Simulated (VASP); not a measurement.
Runs of VASP 6.6.1 on Ge. The structure is that of space group I4_1/amd (No. 141), or close to it. The cells are those of the table. 

```csv
cell,gap on the mesh (eV),pressure (GPa)
"a = 3.829 Å, angles 97.4, 97.4, 137.9°, 2 atoms",none,8.1
"a = 3.908 Å, angles 97.5, 97.5, 137.8°, 2 atoms",none,(b)
"a = 3.986 Å, angles 97.5, 97.5, 137.7°, 2 atoms",none,(a)
"a = 3.869 Å, angles 97.4, 97.4, 137.8°, 2 atoms",none,4.8
"a = 4.023 Å, angles 97.5, 97.5, 137.6°, 2 atoms",none,-3.4
"a = 3.787 Å, angles 97.4, 97.4, 138.0°, 2 atoms",none,11.8
```

Alike in all rows: task single point; level PBE; potentials or basis VASP PAW PBE potentials, release 64 (Ge_d); no spin polarisation; k mesh 16 × 16 × 16; cutoff (eV) 520; smearing gaussian 0.1 eV.

Question: Fill in the values left out.

Answer: (a) -2.0; (b) 2.1.

Caveats: the cell stands under pressure (at least some runs); the cell stands under tension (at least some runs).

A k mesh can miss the band edges, and the runs leave out spin-orbit coupling on Ge.

A gap of «none» marks levels without a gap at the run's occupations.
